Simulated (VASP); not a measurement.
Here is a VASP 6.6.1 calculation.

Contents of INCAR:

```
ALGO = Normal
EDIFF = 1E-7
ENCUT = 520
GGA = PE
ISIF = 2
ISMEAR = 0
LASPH = T
LCHARG = T
LELF = T
LREAL = F
LVHAR = T
LWAVE = F
NBANDS = 38
NELM = 80
PREC = Accurate
SIGMA = 0.1
```

Contents of KPOINTS:

```
k-points
0
Gamma
  6 6 4
```

The input POSCAR:

```
Ga2GeO3
1.0
    5.0370172300      0.0000000000      0.0000000000
   -2.5185086100      4.3621848800      0.0000000000
    0.0000000000      0.0000000000      4.1504469200
Ga Ge O
2 1 3
Direct
    0.3333333300      0.6666666700      0.0000000000
    0.6666666700      0.3333333300      0.0000000000
    0.0000000000      0.0000000000      0.0000000000
    0.5000000000      0.0000000000      0.5000000000
    0.0000000000      0.5000000000      0.5000000000
    0.5000000000      0.5000000000      0.5000000000
```

Potentials or basis: VASP PAW PBE potentials, release 64 (Ga_d, Ge_d, O).

Launch:

```sh
$ cat potpaw_PBE.64/Ga_d/POTCAR potpaw_PBE.64/Ge_d/POTCAR potpaw_PBE.64/O/POTCAR > POTCAR
$ mpirun -np 1 vasp_std > vasp.out
```

(1) Estimate the pressure.

(2) Estimate the band gap on the k mesh.

Results:

(1) -11.2 GPa.

(2) zero (band 29 reaches 3.45 eV, above the bottom of band 30 at 2.84 eV).

Caveat: the k points lie up to 0.38 Å⁻¹ apart.
